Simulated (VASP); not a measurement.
Set up this calculation in VASP 6.6.1, as the native input.

* Task: single point
* Functional: PBE
* Potentials or basis: VASP PAW PBE potentials, release 64 (Ba_sv, Au)
* Cutoff: 520 eV
* k mesh: 6 × 6 × 6
* Occupations: gaussian, width 0.1 eV
* Spin: no spin polarisation
* Dipole correction: no
* Further INCAR settings: ALGO = Fast; EDIFF = 1e-06; NBANDS = 22

The structure of Ba2Au lies in POSCAR:

```
Ba2Au
1.0
   -2.0417336393      2.0417336393      7.4855985697
    2.0417336393     -2.0417336393      7.4855985697
    2.0417336393      2.0417336393     -7.4855985697
Ba Au
2 1
Direct
    0.6250471071      0.6250471071      0.0000000000
    0.3749528929      0.3749528929      0.0000000000
    0.0000000000      0.0000000000      0.0000000000
```

One way to write it, as run:

INCAR

```
SYSTEM = Ba2Au
PREC = Accurate
ENCUT = 520
EDIFF = 1E-6
ISMEAR = 0
SIGMA = 0.1
LREAL = .FALSE.
LASPH = .TRUE.
NELM = 80
ALGO = Fast
ISIF = 2
LWAVE = .FALSE.
LCHARG = .FALSE.
GGA = PE
NBANDS = 22
```

KPOINTS

```
Automatic mesh
0
G
  6 6 6
  0 0 0
```

Potentials or basis: VASP PAW PBE potentials, release 64 (Ba_sv, Au).

Command:

```sh
$ cat potpaw_PBE.64/Ba_sv/POTCAR potpaw_PBE.64/Au/POTCAR > POTCAR
$ mpirun -np 1 vasp_std > vasp.out
```

Results of the run:

The pressure is 0.3 GPa and the largest force is 0.073 eV/Å. The band gap on the k mesh is zero (an odd number of electrons rules out a gap without spin polarisation).

Caveat: spin-orbit coupling is left out, which moves the levels of the heavy elements.

It took 5 min on 1 thread of AMD EPYC 7R43 64-Core Processor (Zen 3), on a shared host, peak memory 0.46 GiB.
